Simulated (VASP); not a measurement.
# H9O4F: single point with PBE

H9O4F:

```xyz
14
Lattice="5.3601 0.0000 0.0000 0.0000 5.3601 0.0000 0.0000 0.0000 5.3601" Properties=species:S:1:pos:R:3 pbc="T T T"
O     2.0109    2.5588    2.2056
O     3.6729    0.4921    3.2756
O     0.5649    4.6300    3.4357
O     4.9579    2.7793    0.5988
H     1.9128    2.5574    1.2192
H     1.2970    1.9539    2.5002
H     3.6018    1.2412    2.6128
H     4.3405   -0.1127    2.9327
H     1.3351    4.0315    3.0493
H     0.4011    4.2124    4.2655
H     4.2076    2.2915    0.1800
H     4.4130    3.2522    1.2641
H     3.2224    0.8192    4.5816
F     3.0540    1.0590    5.5375
```

```
Program                : VASP 6.6.1
Task                   : single point
Functional             : PBE
Potentials or basis    : VASP PAW PBE potentials, release 64 (O, H, F)
Cutoff                 : 520 eV
k mesh                 : 1 × 1 × 1
Occupations            : fermi-dirac, width 0.05 eV
Spin                   : no spin polarisation
Dipole correction      : no
Further INCAR settings : ALGO = Normal; EDIFF = 1e-06; NBANDS = 33
```

* Pressure: 0.7 GPa
* Largest force: 3.308 eV/Å
* Band gap on the k mesh: 4.66 eV

Forces on the atoms (eV/Å):
```
O    0.011  0.031 -0.281
O   -0.974  1.679 -1.006
O    2.233 -0.904 -2.266
O   -0.764  0.516  0.137
H   -0.144 -0.114  0.709
H    0.258  0.059 -0.179
H   -0.336 -0.856  0.848
H    1.051 -0.542  0.325
H   -1.733  1.204  0.411
H   -0.523 -0.681  1.747
H    0.523 -0.410 -0.092
H    0.674  0.228  0.059
H    0.358 -0.452 -0.384
F   -0.634  0.241 -0.028
```

Stress tensor (GPa, compression positive):
```
-0.06  0.31  0.81
 0.31  0.58  0.72
 0.81  0.72  1.52
```

Levels at points of the mesh, in eV from the valence-band top:
| k point | band 16 | band 17 | band 18 | band 19 | band 20 | band 21 | band 22 | band 23 | band 24 | band 25 |
| --- | --- | --- | --- | --- | --- | --- | --- | --- | --- | --- |
| (0.00, 0.00, 0.00) | -1.71 | -0.76 | -0.29 | -0.22 | 0.00 | 4.66 | 8.65 | 9.12 | 9.29 | 10.17 |

Run time: 9.7 s on 1 thread of AMD EPYC 9R45 96-Core Processor (Zen 5), with other jobs on the host, peak memory 0.18 GiB.

Caveat: the k points lie up to 1.17 Å⁻¹ apart.
